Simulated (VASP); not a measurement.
# TiTe2 (P-3m1) in VASP: notebook, part 2 of 3

VASP 6.6.1. Earlier steps stand in the parts before.

## (3) Single point, PBE+U

This run uses another cell than the first one, of 30.79 Å³/atom, 1.076 times its volume.

Contents of INCAR:

```
PREC = Accurate
ENCUT = 520
EDIFF = 1E-7
ISMEAR = -1
SIGMA = 0.05
LREAL = False
LASPH = True
NELM = 150
ALGO = Normal
ISIF = 2
LWAVE = False
LCHARG = False
LMAXMIX = 4
LDAU = True
LDAUTYPE = 2
LDAUL = -1 2
LDAUU = 0 2
LDAUJ = 0 0
LDAUPRINT = 1
GGA = PE
NBANDS = 19
```

Contents of KPOINTS:

```
Automatic mesh
0
Gamma
  8 8 4
```

Contents of POSCAR:

```
TiTe2
1.0
    3.8402458467      0.0000000000      0.0000000000
   -1.9201229234      3.3257504601      0.0000000000
    0.0000000000      0.0000000000      7.2314126475
Te Ti
2 1
Direct
    0.3333333333      0.6666666667      0.7636968415
    0.6666666667      0.3333333333      0.2363031585
    0.0000000000      0.0000000000      0.0000000000
```

Potentials or basis: VASP PAW PBE potentials, release 64 (Te, Ti_sv).

The run is started by

```sh
cat potpaw_PBE.64/Te/POTCAR potpaw_PBE.64/Ti_sv/POTCAR > POTCAR
mpirun -np 1 vasp_std > vasp.out
```

OUTCAR:

```text
PREC = Accurate
   ENCUT = 520
   EDIFF = 1E-7
   ISMEAR = -1
   LREAL = False
   LASPH = True
   NELM = 150
   ISIF = 2
   GGA = PE

 ion  position               nearest neighbor table
   1  0.333  0.667  0.764-   3 2.80   3 2.80   3 2.80
   2  0.667  0.333  0.236-   3 2.80   3 2.80   3 2.80
   3  0.000  0.000  0.000-   1 2.80   2 2.80   2 2.80   1 2.80   2 2.80   1 2.80

  LATTYP: Found a hexagonal cell.
 ALAT       =     3.8402458467
 C/A-ratio  =     1.8830598186

  Lattice vectors:

[... 230 lines left out ...]
      5      -6.6614      2.00000
      6      -5.6160      2.00000
[... 505 lines left out ...]
      6      -4.9893      2.00000
[... 11 lines left out ...]
     18      10.4788      0.00000
     19      11.0225      0.00000

 [... further k-points ...]
[... 5 lines left out ...]
  --------------------------------------------------------------------------------------
  -------------------------------------------------------------------------------------
  Total       -0.2682623     -0.2682623      0.0566920      0.0000000      0.0000000     -0.0000000
  in kB       -4.6537008     -4.6537008      0.9834691      0.0000000      0.0000000     -0.0000000
  external PRESSURE =      -2.7746441 kB  Pullay stress =       0.0000000 kB

 VOLUME and BASIS-vectors are now :
 -----------------------------------------------------------------------------
  energy-cutoff  :      520.00
  volume of cell :       92.36
      direct lattice vectors                 reciprocal lattice vectors
     3.840245847  0.000000000  0.000000000     0.260399995  0.150342007  0.000000000
    -1.920122923  3.325750460  0.000000000     0.000000000  0.300684015  0.000000000
     0.000000000  0.000000000  7.231412648     0.000000000  0.000000000  0.138285567

 POSITION                                       TOTAL-FORCE (eV/Angst)
 -----------------------------------------------------------------------------------
     -0.00000      2.21717      5.52261        -0.000000      0.000000     -0.037549
      1.92012      1.10858      1.70881         0.000000     -0.000000      0.037549
      0.00000      0.00000      0.00000         0.000000      0.000000      0.000000
 -----------------------------------------------------------------------------------
    total drift:                                0.000000     -0.000000     -0.000000

  FREE ENERGIE OF THE ION-ELECTRON SYSTEM (eV)
  ---------------------------------------------------
  free  energy   TOTEN  =       -14.8014384189 eV

  energy  without entropy=      -14.7907738180  energy(sigma->0) =      -14.79610612
```

OSZICAR:

```text
N       E                     dE             d eps       ncg     rms          rms(c)
DAV:   1     0.177665258107E+03    0.17767E+03   -0.10613E+04  1330   0.115E+03
DAV:   2    -0.202264939712E+01   -0.17969E+03   -0.17468E+03  1443   0.287E+02
DAV:   3    -0.173409167826E+02   -0.15318E+02   -0.15092E+02  2054   0.807E+01
DAV:   4    -0.178221663990E+02   -0.48125E+00   -0.47899E+00  1792   0.139E+01
DAV:   5    -0.178411959691E+02   -0.19030E-01   -0.19022E-01  1952   0.243E+00    0.122E+01
DAV:   6    -0.169978718091E+02    0.84332E+00   -0.38003E+01  1452   0.399E+01    0.153E+01
DAV:   7    -0.151504881427E+02    0.18474E+01   -0.35201E+01  1681   0.340E+01    0.592E+00
DAV:   8    -0.147939569003E+02    0.35653E+00   -0.16301E+00  1625   0.883E+00    0.198E+00
DAV:   9    -0.148653308556E+02   -0.71374E-01   -0.74514E-01  1921   0.534E+00    0.251E+00
DAV:  10    -0.148206716371E+02    0.44659E-01   -0.10044E+00  1628   0.653E+00    0.117E+00
DAV:  11    -0.148019127432E+02    0.18759E-01   -0.15435E-01  1573   0.276E+00    0.442E-01
DAV:  12    -0.148018208493E+02    0.91894E-04   -0.13302E-02  1604   0.823E-01    0.288E-01
DAV:  13    -0.148015623602E+02    0.25849E-03   -0.65908E-04  1506   0.198E-01    0.137E-01
DAV:  14    -0.148014684958E+02    0.93864E-04   -0.21664E-04  1795   0.886E-02    0.593E-02
DAV:  15    -0.148014518404E+02    0.16655E-04   -0.23825E-05  1757   0.285E-02    0.370E-02
DAV:  16    -0.148014382165E+02    0.13624E-04   -0.70090E-05  1710   0.541E-02    0.441E-03
DAV:  17    -0.148014384112E+02   -0.19467E-06   -0.18105E-06  1510   0.102E-02    0.312E-03
DAV:  18    -0.148014384189E+02   -0.76411E-08   -0.48068E-07  1443   0.502E-03
   1 F= -.14801438E+02 E0= -.14796106E+02  d E =-.106646E-01
```

Wall time 37 s (1 thread of Intel Xeon 6975P-C (Granite Rapids), shared host); peak memory 0.25 GiB.

What came out:

```yaml
Free_energy: -14.8014 eV
Pressure: -0.3 GPa
Largest_force: 0.038 eV/Å
Band_gap_on_the_k_mesh: zero (band 12 reaches 5.77 eV, above the bottom of band 13 at 5.28 eV)
```

Forces in eV/Å, atoms in the order of the input:
```
Te   0.000  0.000 -0.038
Te   0.000  0.000  0.038
Ti   0.000  0.000  0.000
```

Levels at points of the mesh, in eV from the Fermi level:
| k point | band 10 | band 11 | band 12 | band 13 | band 14 | band 15 |
| --- | --- | --- | --- | --- | --- | --- |
| (0.00, 0.00, 0.00) | -0.33 | 0.42 | 0.42 | 0.55 | 0.84 | 0.84 |
| (0.50, 0.00, 0.00) | -2.19 | -1.88 | -1.00 | 0.08 | 1.16 | 1.50 |
| (0.00, 0.00, 0.50) | -1.71 | 0.42 | 0.42 | 0.76 | 0.76 | 0.95 |
| (0.50, 0.00, 0.50) | -1.95 | -1.43 | -0.86 | -0.07 | 1.16 | 1.48 |

Eigenvalues of the final occupation matrices:
| site | spin | trace | eigenvalues |
| --- | --- | --- | --- |
| site 3 d | 1 | 0.88 | 0.08 0.11 0.11 0.29 0.29 |
| site 3 d | 2 | 0.88 | 0.08 0.11 0.11 0.29 0.29 |

Caveat: spin-orbit coupling is left out, which moves the levels of the heavy elements; this functional lacks dispersion, which binds the layers, so the pressure and a relaxed spacing across them are unreliable; U without spin polarisation on a metal has little footing; the U is typed as a test and isn't derived for this compound.

## (4) Single point, PBE+U

This run uses another cell than the first one, of 32.03 Å³/atom, 1.120 times its volume.

Contents of INCAR:

```
PREC     = Accurate       # precision mode
ENCUT    = 520            # plane-wave cutoff, eV
EDIFF    = 1E-7           # SCF threshold, eV
ISMEAR   = -1             # smearing method
SIGMA    = 0.05           # smearing width, eV
LREAL    = F              # projectors in reciprocal space
LASPH    = T              # aspherical terms in the spheres
NELM     = 150            # most SCF steps
ALGO     = Normal         # electronic algorithm
ISIF     = 2              # what is computed and relaxed
LWAVE    = F              # write WAVECAR
LCHARG   = T              # write CHGCAR
LMAXMIX  = 4              # l up to which the mixer works
LDAU     = T              # DFT+U
LDAUTYPE = 2            
LDAUL    = -1 2           # shell
LDAUU    = 0 3            # U, eV
LDAUJ    = 0 0          
LDAUPRINT= 1            
GGA      = PE             # functional
LELF     = T              # ELF
LVHAR    = T            
NBANDS   = 19             # bands
```

Contents of KPOINTS:

```
regular mesh
0
Gamma
  8 8 4
```

Contents of POSCAR:

```
TiTe2
1.0
    3.8790182492      0.0000000000      0.0000000000
   -1.9395091246      3.3593283456      0.0000000000
    0.0000000000      0.0000000000      7.3737991636
Te Ti
2 1
Direct
    0.3333333333      0.6666666667      0.7694740210
    0.6666666667      0.3333333333      0.2305259790
    0.0000000000      0.0000000000      0.0000000000
```

The run is started by

```sh
cat potpaw_PBE.64/Te/POTCAR potpaw_PBE.64/Ti_sv/POTCAR > POTCAR
mpirun -np 1 vasp_std > vasp.out
```

It took 40 s on 1 thread of Intel Xeon 6975P-C (Granite Rapids), shared host; peak memory 0.25 GiB.

It converged, with:

```
Free energy            : -14.1244 eV
Pressure               : -0.5 GPa
Largest force          : 0.017 eV/Å
Band gap on the k mesh : zero (band 12 reaches 5.47 eV, above the bottom of band 13 at 5.03 eV)
```

Forces in eV/Å, atoms in the order of the input:
```
Te   0.000  0.000 -0.017
Te   0.000  0.000  0.017
Ti   0.000  0.000  0.000
```

Stress tensor (GPa, compression positive):
```
-0.79  0.00  0.00
 0.00 -0.79  0.00
 0.00  0.00 -0.02
```

Levels at points of the mesh, in eV from the Fermi level:
| k point | band 8 | band 9 | band 10 | band 11 | band 12 | band 13 | band 14 | band 15 | band 16 | band 17 |
| --- | --- | --- | --- | --- | --- | --- | --- | --- | --- | --- |
| (0.00, 0.00, 0.00) | -1.88 | -1.88 | -0.50 | 0.40 | 0.40 | 0.63 | 0.63 | 0.63 | 2.87 | 2.87 |
| (0.50, 0.00, 0.00) | -3.82 | -2.30 | -2.19 | -2.01 | -1.14 | 0.08 | 1.14 | 1.46 | 2.29 | 2.71 |
| (0.00, 0.00, 0.50) | -1.98 | -1.87 | -1.87 | 0.40 | 0.40 | 0.58 | 0.58 | 0.96 | 2.96 | 2.96 |
| (0.50, 0.00, 0.50) | -4.05 | -2.33 | -2.06 | -1.57 | -1.04 | -0.04 | 1.13 | 1.45 | 2.52 | 2.79 |

Eigenvalues of the final occupation matrices:
| site | spin | trace | eigenvalues |
| --- | --- | --- | --- |
| site 3 d | 1 | 0.86 | 0.07 0.10 0.10 0.30 0.30 |
| site 3 d | 2 | 0.86 | 0.07 0.10 0.10 0.30 0.30 |

Caveat: spin-orbit coupling is left out, which moves the levels of the heavy elements; this functional lacks dispersion, which binds the layers, so the pressure and a relaxed spacing across them are unreliable; U without spin polarisation on a metal has little footing; the U is typed as a test and isn't derived for this compound.

[end of part 2 of 3]
